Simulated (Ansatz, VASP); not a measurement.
# One calculation of Zr3TiN4, two programs

```
Zr Ti N
1.0
     3.19726   -4.53536    0.00000
     3.19726    4.53536    0.00000
     0.00000    0.00000    3.18386
Zr Ti N
3 1 4
Direct
  0.50000 0.00000 0.00000
  0.50000 0.50000 0.50000
  0.00000 0.50000 0.00000
  0.00000 0.00000 0.50000
  0.76067 0.76067 0.00000
  0.75461 0.24539 0.50000
  0.24539 0.75461 0.50000
  0.23933 0.23933 0.00000
```

Alike in both runs: functional PBE; k mesh 4 × 4 × 6; occupations gaussian, width 0.1 eV; collinear spin.

Ansatz relaxed the structure, and its values are those at the end. VASP's run is a single point on that final structure, the one shown.

```csv
,VASP,Ansatz
version,VASP 6.6.1,Ansatz 0.2.0
potentials or method,"VASP PAW PBE potentials, release 64 (Zr_sv, Ti_sv, N), cutoff 520 eV","scalar-relativistic, plane waves, PAW"
valence electrons in the cell,68,68
```

Ansatz gave:

- gap on the k mesh at the Fermi level (eV): none
- pressure (GPa): -0.1
- rms of the force components (eV/Å): 0.004
- net moment per atom (μB): 0.00

Question: What did VASP give for the same quantities?

Answer: gap on the k mesh at the Fermi level (eV): none; pressure (GPa): 0.1; rms of the force components (eV/Å): 0.006; net moment per atom (μB): 0.00.

A gap of «none» marks a metal or a gap that the smearing closes. Ansatz's warnings: seeded moment not kept.
